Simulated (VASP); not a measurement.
# Al5GaN6 (an interface model) in VASP: single point with PBEsol

Aim: the single point of Al5GaN6 (an interface model) with PBEsol.

Program: VASP 6.6.1. These are calculated values, not measurements. Logs are shortened: lines on timing, memory, paths and dates and some standing lists are left out, and cuts for length are marked.

### Step 1. The cell of the first run

The cell holds layers of an interface, 12 atoms: a = 3.114 Å, b = 3.114 Å, c = 15.318 Å, α = 90.00°, β = 90.00°, γ = 120.00°.

### Step 2. Single point, PBEsol, collinear spin, ferromagnetic start

Input file INCAR:

```
PREC = Accurate
ENCUT = 520
EDIFF = 1E-6
ISMEAR = -1
SIGMA = 0.05
LREAL = False
LASPH = True
NELM = 200
ALGO = Normal
ISIF = 2
LWAVE = False
LCHARG = True
ISPIN = 2
MAGMOM = 0.667 0.667 0.667 0.667 0.667 0.667 0.667 0.667 0.667 0.667 0.667 0.667
LORBIT = 11
GGA = PS
LELF = True
LVHAR = True
NBANDS = 45
GGA_COMPAT = False
```

Input file KPOINTS:

```
regular mesh
0
Gamma
  4 4 1
```

Input file POSCAR:

```
Al5GaN6
1.0
    3.1138160000      0.0000000000      0.0000000000
   -1.5569080000      2.6966440000      0.0000000000
    0.0000000000      0.0000000000     15.3182020000
Ga Al N
1 5 6
Direct
    0.6923950000      0.3381750000      0.1703240000
    0.6783420000      0.3465920000      0.5116130000
    0.6626440000      0.3300660000      0.8397760000
    0.3432610000      0.6683490000      0.3434050000
    0.3578020000      0.6787350000      0.6736190000
    0.3510800000      0.6726870000      0.0020740000
    0.3407330000      0.6669740000      0.1271510000
    0.3265890000      0.6476450000      0.4674160000
    0.3305660000      0.6454280000      0.7982360000
    0.6777930000      0.3390520000      0.2999120000
    0.6533510000      0.3234150000      0.6361910000
    0.6536610000      0.3160130000      0.9654530000
```

Potentials or basis: VASP PAW PBE potentials, release 64 (Ga_d, Al, N).

Command:

```
$ cat potpaw_PBE.64/Ga_d/POTCAR potpaw_PBE.64/Al/POTCAR potpaw_PBE.64/N/POTCAR > POTCAR
$ mpirun -np 1 vasp_std > vasp.out
```

OUTCAR:

```text
PREC = Accurate
   ENCUT = 520
   EDIFF = 1E-6
   ISMEAR = -1
   LREAL = False
   LASPH = True
   NELM = 200
   ISIF = 2
   ISPIN = 2
   LORBIT = 11
   GGA = PS

 ion  position               nearest neighbor table
   1  0.692  0.338  0.170-   7 1.87   7 1.93   7 1.95  10 1.99   6 3.13   6 3.14
   2  0.678  0.347  0.512-   8 1.88   8 1.89  11 1.91   8 2.00   5 3.04   5 3.07   5 3.08   4 3.13
                             4 3.14   4 3.16
   3  0.663  0.330  0.840-   9 1.86   9 1.91  12 1.93   9 1.95   6 3.05   6 3.05   5 3.09   5 3.10
                             6 3.10   5 3.16
   4  0.343  0.668  0.343-   8 1.90  10 1.91  10 1.91  10 1.93   2 3.13   2 3.14   2 3.16
   5  0.358  0.679  0.674-  11 1.83  11 1.85   9 1.91  11 1.98   2 3.04   2 3.07   2 3.08   3 3.09
                             3 3.10   3 3.16
   6  0.351  0.673  0.002-  12 1.82  12 1.87   7 1.92  12 1.96   3 3.05   3 3.05   3 3.10   1 3.13
                             1 3.14
   7  0.341  0.667  0.127-   1 1.87   6 1.92   1 1.93   1 1.95
   8  0.327  0.648  0.467-   2 1.88   2 1.89   4 1.90   2 2.00
   9  0.331  0.645  0.798-   3 1.86   3 1.91   5 1.91   3 1.95
  10  0.678  0.339  0.300-   4 1.91   4 1.91   4 1.93   1 1.99
  11  0.653  0.323  0.636-   5 1.83   5 1.85   2 1.91   5 1.98
  12  0.654  0.316  0.965-   6 1.82   6 1.87   3 1.93   6 1.96

  LATTYP: Found a hexagonal cell.
 ALAT       =     3.1138160000
 C/A-ratio  =     4.9194306921

  Lattice vectors:

 A1 = (   3.1138160000,   0.0000000000,   0.0000000000)
 A2 = (  -1.5569080000,   2.6966440000,   0.0000000000)
 A3 = (   0.0000000000,   0.0000000000,  15.3182020000)

Analysis of symmetry for initial positions (statically):
=====================================================================
 Subroutine PRICEL returns:
 Original cell was already a primitive cell.

 Routine SETGRP: Setting up the symmetry group for a
 hexagonal supercell.

 Subroutine GETGRP returns: Found  1 space group operations
 (whereof  1 operations were pure point group operations)
 out of a pool of 24 trial point group operations.

The static configuration has the point symmetry C_1 .

Analysis of symmetry for dynamics (positions and initial velocities):
=====================================================================
 Subroutine PRICEL returns:
 Original cell was already a primitive cell.

 Routine SETGRP: Setting up the symmetry group for a
 hexagonal supercell.

 Subroutine GETGRP returns: Found  1 space group operations
 (whereof  1 operations were pure point group operations)
 out of a pool of 24 trial point group operations.

The dynamic configuration has the point symmetry C_1 .

Analysis of structural, dynamic, and magnetic symmetry:
=====================================================================
 Subroutine PRICEL returns:
 Original cell was already a primitive cell.

 Routine SETGRP: Setting up the symmetry group for a
 hexagonal supercell.

 Subroutine GETGRP returns: Found  1 space group operations
 (whereof  1 operations were pure point group operations)
 out of a pool of 24 trial point group operations.

The overall configuration has the point symmetry C_1 .

 Subroutine INISYM returns: Found  1 space group operations
 (whereof  1 operations are pure point group operations),
 and found     1 'primitive' translations

----------------------------------------------------------------------------------------

                                     Primitive cell

  volume of cell :     128.6247

  direct lattice vectors                    reciprocal lattice vectors
     3.113816000  0.000000000  0.000000000     0.321149355  0.185415650  0.000000000
    -1.556908000  2.696644000  0.000000000     0.000000000  0.370831300  0.000000000
     0.000000000  0.000000000 15.318202000     0.000000000  0.000000000  0.065281813

  length of vectors
     3.113816000  3.113816209 15.318202000     0.370831325  0.370831300  0.065281813

  position of ions in fractional coordinates (direct lattice)
     0.692395000  0.338175000  0.170324000
     0.678342000  0.346592000  0.511613000
     0.662644000  0.330066000  0.839776000
     0.343261000  0.668349000  0.343405000
     0.357802000  0.678735000  0.673619000
     0.351080000  0.672687000  0.002074000
     0.340733000  0.666974000  0.127151000
     0.326589000  0.647645000  0.467416000
     0.330566000  0.645428000  0.798236000
     0.677793000  0.339052000  0.299912000
     0.653351000  0.323415000  0.636191000
     0.653661000  0.316013000  0.965453000

  ion indices of the primitive-cell ions
   primitive index   ion index
                 1           1
                 2           2
                 3           3
                 4           4
                 5           5
[... 31 lines left out ...]

 Found     10 irreducible k-points:

 Following reciprocal coordinates:
            Coordinates               Weight
  0.000000  0.000000  0.000000      1.000000
  0.250000  0.000000  0.000000      2.000000
  0.000000  0.250000  0.000000      2.000000
 -0.250000  0.250000  0.000000      2.000000
  0.500000  0.000000  0.000000      1.000000
  0.000000  0.500000  0.000000      1.000000
  0.500000  0.500000  0.000000      1.000000
  0.250000  0.250000  0.000000      2.000000
 -0.250000  0.500000  0.000000      2.000000
  0.500000  0.250000  0.000000      2.000000
   k-points           NKPTS =     10   k-points in BZ     NKDIM =     10   number of bands    NBANDS=     45
   number of dos      NEDOS =    301   number of ions     NIONS =     12
   total plane-waves  NPLWV =  69120
   dimension x,y,z NGX =    24 NGY =   24 NGZ =  120
   dimension x,y,z NGXF=    48 NGYF=   48 NGZF=  240
   ions per type =               1   5   6
   NGX,Y,Z   is equivalent  to a cutoff of  12.81, 12.81, 13.02 a.u.
   NGXF,Y,Z  is equivalent  to a cutoff of  25.63, 25.63, 26.05 a.u.
 SYSTEM =  unknown system
   PREC   = accura    normal or accurate (medium, high low for compatibility)
   ISTART =      0    job   : 0-new  1-cont  2-samecut
   ICHARG =      2    charge: 1-file 2-atom 10-const
   ISPIN  =      2    spin polarized calculation?
   LNONCOLLINEAR =      F non collinear calculations
   LSORBIT =      F    spin-orbit coupling
   LASPH  =      T    aspherical Exc in radial PAW
   ENCUT  =  520.0 eV  38.22 Ry    6.18 a.u.   5.79  5.79 28.48*2*pi/ulx,y,z
   NELM   =    200;   NELMIN=  2; NELMDL= -5     # of ELM steps
   EDIFF  = 0.1E-05   stopping-criterion for ELM
   LREAL  =      F    real-space projection
   EDIFFG = 0.1E-04   stopping-criterion for IOM
   NSW    =      0    number of steps for IOM
   IBRION =     -1    ionic relax: 0-MD 1-quasi-New 2-CG
   NFREE  =      0    steps in history (QN), initial steepest desc. (CG)
   ISIF   =      2    stress and relaxation
   ISYM   =      2    0-nonsym 1-usesym 2-fastsym
   POTIM  = 0.5000    time-step for ionic-motion
   TEBEG  =    0.0;   TEEND  =   0.0 temperature during run
   PSTRESS=    0.0 pullay stress
   NELECT =      58.0000    total number of electrons
   NUPDOWN=      -1.0000    fix difference up-down
   EMIN   =  10.00;   EMAX   =-10.00  energy-range for DOS
   EFERMI =   0.00;   METHOD = LEGACY
   ISMEAR =    -1;   SIGMA  =   0.05  broadening in eV -4-tet -1-fermi 0-gaus
   EFERMI_NEDOS =   21; number of points for ismear=-14 and -15
   IALGO  =     38    algorithm
   IMIX   =      4    mixing-type and parameters
     AMIX     =   0.40;   BMIX     =  1.00
     AMIX_MAG =   1.60;   BMIX_MAG =  1.00
  volume/ion in A,a.u.               =      10.72        72.33
  Fermi-wavevector in a.u.,A,eV,Ry     =   1.255382  2.372329 21.442578  1.575985
  Thomas-Fermi vector in A             =   2.389142
   LORBIT       =     11    0 simple, 1 ext, 2 COOP (PROOUT), +10 PAW based schemes
   GGA     = PS    functional components
   LHFCALC =     F    Hartree Fock is set to
   AEXX    =    0.0000 exact exchange contribution
   IVDW    =     0    specifies the selected vdW correction
   LEPSILON=     F    determine dielectric tensor
   LRPA    =     F    only Hartree local field effects (RPA)
 spin polarized calculation
  energy-cutoff  :      520.00
  volume of cell :      128.62
 maximum number of plane-waves:      3472
   NGX = 11   NGY = 11   NGZ = 57

 number of electron      58.0000008 magnetization       0.0001670

 Free energy of the ion-electron system (eV)
  ---------------------------------------------------
  ext. energy  EPLUGINS =         0.00000000
  ---------------------------------------------------
  free energy    TOTEN  =       -90.89515092 eV

  energy without entropy =      -90.89515092  energy(sigma->0) =      -90.89515092

 E-fermi :   7.5133     XC(G=0): -11.2007

 val. band max:        6.4296426566   @ k =   0.0000   0.0000   0.0000
 cond. band min:       9.3634807816   @ k =   0.0000   0.0000   0.0000
 fundamental gap:      2.9338381250
 Fermi energy:         7.5132677279

 spin component 1

 k-point     1 :       0.0000    0.0000    0.0000
  band No.  band energies     occupation
      1      -9.5215      1.00000
      2      -9.2218      1.00000
      3      -8.8903      1.00000
      4      -8.3392      1.00000
      5      -7.9429      1.00000
      6      -7.6329      1.00000
[... 429 lines left out ...]
     40      14.9746      0.00000
     41      15.5093      0.00000
 Fermi energy:         7.5132677279

 spin component 2

 k-point     1 :       0.0000    0.0000    0.0000
  band No.  band energies     occupation
      1      -9.5214      1.00000
      2      -9.2218      1.00000
      3      -8.8903      1.00000
      4      -8.3392      1.00000
      5      -7.9429      1.00000
      6      -7.6329      1.00000
[... 429 lines left out ...]
     40      14.9746      0.00000
     41      15.5093      0.00000
 [bands above 41 left out]

------------------------ aborting loop because EDIFF is reached ----------------------------------------

  FORCE on cell =-STRESS in cart. coord.  units (eV):
  Direction    XX          YY          ZZ          XY          YZ          ZX
  --------------------------------------------------------------------------------------
  -------------------------------------------------------------------------------------
  Total        0.9646418      0.9298281     -4.4713969     -1.0474398     -1.2847090     -0.7948781
  in kB       12.0157893     11.5821424    -55.6966985    -13.0471393    -16.0026167     -9.9011750
  external PRESSURE =     -10.6995889 kB  Pullay stress =       0.0000000 kB

 VOLUME and BASIS-vectors are now :
 -----------------------------------------------------------------------------
  energy-cutoff  :      520.00
  volume of cell :      128.62
      direct lattice vectors                 reciprocal lattice vectors
     3.113816000  0.000000000  0.000000000     0.321149355  0.185415650  0.000000000
    -1.556908000  2.696644000  0.000000000     0.000000000  0.370831300  0.000000000
     0.000000000  0.000000000 15.318202000     0.000000000  0.000000000  0.065281813

 POSITION                                       TOTAL-FORCE (eV/Angst)
 -----------------------------------------------------------------------------------
      1.62948      0.91194      2.60906        -0.770859     -0.232475      0.622662
      1.57262      0.93464      7.83699        -0.145096     -0.935487     -0.889737
      1.54947      0.89007     12.86386         0.490464     -0.602655     -0.134545
      0.02829      1.80230      5.26035        -0.054851      0.066401     -0.996274
      0.05740      1.83031     10.31863        -1.008799     -0.893752      0.675539
      0.04589      1.81400      0.03177        -0.704227     -0.957946      0.820847
      0.02256      1.79859      1.94772         0.713651      0.232376     -0.417731
      0.00861      1.74647      7.15997         0.136318      0.924149      0.894223
      0.02445      1.74049     12.22754        -0.449548      0.710981      0.261858
      1.58265      0.91430      4.59411         0.070898     -0.141692      0.710708
      1.53089      0.87214      9.74530         1.017990      0.826166     -0.622440
      1.54338      0.85217     14.78900         0.704059      1.003935     -0.925110
 -----------------------------------------------------------------------------------
    total drift:                               -0.000291     -0.000506      0.002226

  FREE ENERGIE OF THE ION-ELECTRON SYSTEM (eV)
  ---------------------------------------------------
  free  energy   TOTEN  =       -90.8951509188 eV

  energy  without entropy=      -90.8951509188  energy(sigma->0) =      -90.89515092

 total charge

# of ion       s       p       d       tot
------------------------------------------
    1        0.790   0.937  10.203  11.930
    2        0.365   0.429   0.000   0.795
    3        0.366   0.432   0.000   0.798
    4        0.365   0.429   0.000   0.794
    5        0.369   0.444   0.000   0.813
    6        0.370   0.445   0.000   0.815
    7        1.213   2.572   0.000   3.785
    8        1.216   2.602   0.000   3.818
    9        1.215   2.614   0.000   3.829
   10        1.213   2.570   0.000   3.783
   11        1.217   2.632   0.000   3.849
   12        1.217   2.631   0.000   3.848
--------------------------------------------------
tot          9.915  18.738  10.203  38.856

 magnetization (x)

# of ion       s       p       d       tot
------------------------------------------
    1       -0.000  -0.000  -0.000  -0.000
    2        0.000   0.000   0.000   0.000
    3        0.000   0.000   0.000   0.000
    4        0.000  -0.000   0.000  -0.000
    5        0.000   0.000   0.000   0.000
    6        0.000  -0.000   0.000   0.000
    7        0.000   0.000   0.000   0.000
    8        0.000  -0.000   0.000  -0.000
    9       -0.000  -0.000   0.000  -0.000
   10        0.000   0.000   0.000   0.000
   11       -0.000  -0.000   0.000  -0.000
   12        0.000  -0.000   0.000  -0.000
--------------------------------------------------
tot          0.000  -0.000  -0.000  -0.000
```

Run time: 73 s. Hardware: 1 thread of AMD EPYC 9R45 (Zen 5), shared host; peak memory 0.3 GiB.

What came out:

```yaml
Free_energy: -90.8952 eV
Pressure: -1.1 GPa
Largest_force: 1.536 eV/Å
Band_gap_on_the_k_mesh: 2.93 eV
Net_moment: 0.00 μB per cell
Valence_electrons_inside_the_program's_atomic_spheres: Ga 11.93; Al 0.80, 0.79, 0.81 (each value once); N 3.79, 3.82, 3.83, 3.78, 3.85 (each value once)
```

Forces on the atoms (eV/Å):
```
Ga  -0.771 -0.232  0.623
Al  -0.145 -0.935 -0.890
Al   0.490 -0.603 -0.135
Al  -0.055  0.066 -0.996
Al  -1.009 -0.894  0.676
Al  -0.704 -0.958  0.821
N    0.714  0.232 -0.418
N    0.136  0.924  0.894
N   -0.450  0.711  0.262
N    0.071 -0.142  0.711
N    1.018  0.826 -0.622
N    0.704  1.004 -0.925
```

Caveat: the k points lie up to 0.58 Å⁻¹ apart; the PAW data sets were made with another functional, which shifts forces and pressure a little.
